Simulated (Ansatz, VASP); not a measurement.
## One calculation of B3As5, two programs

```
CELL_PARAMETERS angstrom
5.08143 0.00000 0.00000
0.00000 5.08143 0.00000
0.00000 0.00000 5.08143
ATOMIC_POSITIONS crystal
B 0.50000 0.50000 0.00000
B 0.50000 0.00000 0.50000
B 0.00000 0.50000 0.50000
As 0.28022 0.71978 0.71978
As 0.71978 0.71978 0.28022
As 0.71978 0.28022 0.71978
As 0.28022 0.28022 0.28022
As 0.00000 0.00000 0.00000
```

Alike in both runs: functional PBE; k mesh 3 × 3 × 3; occupations gaussian, width 0.2 eV; no spin polarisation.

Ansatz relaxed the structure, and its values are those at the end. VASP's run is a single point on that final structure, the one shown.

|  | VASP | Ansatz |
| --- | --- | --- |
| version | VASP 6.6.1 | Ansatz 0.2.0 |
| potentials or method | VASP PAW PBE potentials, release 64 (B, As), cutoff 500 eV | scalar-relativistic, plane waves, PAW |
| valence electrons in the cell | 34 | 84 |

```tsv
	VASP	Ansatz	Ansatz less VASP
gap on the k mesh at the Fermi level (eV)	none	none	-
pressure (GPa)	0.6	0.2	-0.42
rms of the force components (eV/Å)	0.016	0.011	-0.0050
```

A gap of «none» marks a metal or a gap that the smearing closes. With one functional, cell and mesh, what is left measures potentials, basis and numerics. VASP's potentials hold 34 valence electrons a cell and Ansatz's 84, so a difference there can come from the potentials and not from the codes.

The k mesh is coarse, so the values compare programs but aren't converged.
